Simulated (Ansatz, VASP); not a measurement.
# MnO2: VASP beside Ansatz

```
Mn O
1.0
     1.45645    0.84088    4.67384
    -1.45645    0.84088    4.67384
     0.00000   -1.68176    4.67384
Mn O
1 2
Cartesian
  0.0000 0.0000 0.0000
  0.0000 0.0000 10.3147
  0.0000 0.0000 3.7068
```

Alike in both runs: task single point; functional r2SCAN; k mesh 11 × 11 × 11; occupations fermi-dirac, width 0.05 eV; collinear spin.

```csv
,VASP,Ansatz
version,VASP 6.6.1,Ansatz 0.2.0
potentials or method,"VASP PAW PBE potentials, release 64 (Mn_pv, O)",Ansatz PAW
plane-wave cutoff (eV),520,500
valence electrons in the cell,25,27
```

```tsv
	VASP	Ansatz	Ansatz less VASP
gap on the k mesh at the Fermi level (eV)	1.91	2.00	+0.092
least direct gap on the mesh (eV)	2.15	2.24	+0.093
pressure (GPa)	-10.1	-11.0	-0.90
traceless stress, the component that is largest in VASP (GPa)	2.79	3.20	+0.408
rms of the force components (eV/Å)	0.365	0.400	+0.0350
net moment per atom (μB)	1.00	1.00	0.000
size of the moment on the site where the two differ most (μB)	3.01	2.67	-0.333
```

VASP's potentials were made for PBE, not for r2SCAN. Site moments also hang on the region over which each program counts them. Atom by atom the forces differ by 0.035 eV/Å (rms over components). With one functional, cell and mesh, what is left measures potentials, basis and numerics. VASP's potentials hold 25 valence electrons a cell and Ansatz's 27, so a difference there can come from the potentials and not from the codes.

Noted on Ansatz's run: the magnetic or orbital state may not be the lowest; odd divisions of the mesh miss points on the zone boundary, where band edges often lie, so the gap on the mesh can be too wide.
